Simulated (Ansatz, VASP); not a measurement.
CuI in VASP and in Ansatz

The input INCAR:

```
SYSTEM = CuI
ALGO = Normal
DIPOL = 0.5 0.5 0.500
EDIFF = 1E-7
ENCUT = 520
GGA = PE
IDIPOL = 3
ISIF = 2
ISMEAR = 0
LASPH = .TRUE.
LCHARG = .TRUE.
LDIPOL = .TRUE.
LELF = .TRUE.
LREAL = .FALSE.
LVACPOTAV = .TRUE.
LVHAR = .TRUE.
LWAVE = .FALSE.
NBANDS = 26
NELM = 80
PREC = Accurate
SIGMA = 0.05
```

The input KPOINTS:

```
k-points
0
G
  6 6 1
  0 0 0
```

Contents of POSCAR:

```
CuI
1.0
    4.2977998327      0.0000000000      0.0000000000
   -2.1488999164      3.7220038355      0.0000000000
    0.0000000000      0.0000000000     19.3864235862
I Cu
2 2
Direct
    0.3333333333      0.6666666667      0.3868686747
    0.6666666667      0.3333333333      0.5678787952
    0.6666666667      0.3333333333      0.4321212048
    0.0000000000      0.0000000000      0.6131313253
```

Input for Ansatz:

```yaml
crystal:
  lattice:
    - [4.2977998327, 0.0, 0.0]
    - [-2.1488999164, 3.7220038355, 0.0]
    - [0.0, 0.0, 19.3864235862]
  atoms:
    - { symbol: I, position: [0.3333333333, 0.6666666667, 0.3868686747] }
    - { symbol: Cu, position: [0.6666666667, 0.3333333333, 0.4321212048] }
    - { symbol: I, position: [0.6666666667, 0.3333333333, 0.5678787952] }
    - { symbol: Cu, position: [0.0, 0.0, 0.6131313253] }
basis:
  ecutwfc: 420
kpoints:
  mp_grid: { grid: [6, 6, 1] }
hamiltonian:
  xc: pbe
scf:
  occupations: { method: gaussian, width: 0.05 }
output:
  forces: true
  stress: true
  eigenvalues: true
  write_density: true
  write_potential: true
  elf: true
  volumetric_format: npy
efield:
  axis: 3
  dipole_correction: true
```

Alike in both runs: task single point; functional PBE; k mesh 6 × 6 × 1; occupations gaussian, width 0.05 eV; no spin polarisation.

|  | VASP | Ansatz |
| --- | --- | --- |
| version | VASP 6.6.1 | Ansatz 0.2.0 |
| potentials or method | VASP PAW PBE potentials, release 64 (I, Cu), cutoff 520 eV | scalar-relativistic, plane waves, PAW |
| valence electrons in the cell | 36 | 72 |

```tsv
	VASP	Ansatz	Ansatz less VASP
gap on the k mesh at the Fermi level (eV)	0.63	0.63	+0.002
least direct gap on the mesh (eV)	0.63	0.63	+0.002
rms of the force components (eV/Å)	0.360	0.360	-0.0001
```

With one functional, cell and mesh, what is left measures potentials, basis and numerics. VASP's potentials hold 36 valence electrons a cell and Ansatz's 72, so a difference there can come from the potentials and not from the codes.

Neither program's run includes spin-orbit coupling.
